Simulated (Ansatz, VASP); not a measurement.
# SrAgO3 in VASP and in Ansatz

```xyz
5
Lattice="4.1442 0.0000 0.0000 0.0000 4.1442 0.0000 0.0000 0.0000 4.1442" Properties=species:S:1:pos:R:3 pbc="T T T"
Sr    0.0000    0.0000    0.0000
Ag    2.0721    2.0721    2.0721
O     2.0721    2.0721    0.0000
O     2.0721    0.0000    2.0721
O     0.0000    2.0721    2.0721
```

Alike in both runs: task single point; functional LDA; k mesh 6 × 6 × 6; occupations fermi-dirac, width 0.15 eV; no spin polarisation.

```csv
,VASP,Ansatz
version,VASP 6.6.1,Ansatz 0.2.0
potentials or method,"VASP PAW LDA potentials, release 64 (Sr_sv, Ag, O), cutoff 520 eV","plane waves, PAW"
valence electrons in the cell,39,47
```

Ansatz gave:

```
pressure (GPa) : -13.3
```

Question: Which values does VASP return?

Answer: Pressure (GPa): -13.0.

LDA's correlation is that of Perdew and Zunger in VASP and of Perdew and Wang (1992) in Ansatz. VASP's potentials hold 39 valence electrons a cell and Ansatz's 47, so a difference there can come from the potentials and not from the codes. Ansatz's warnings: stress scf threshold loose.
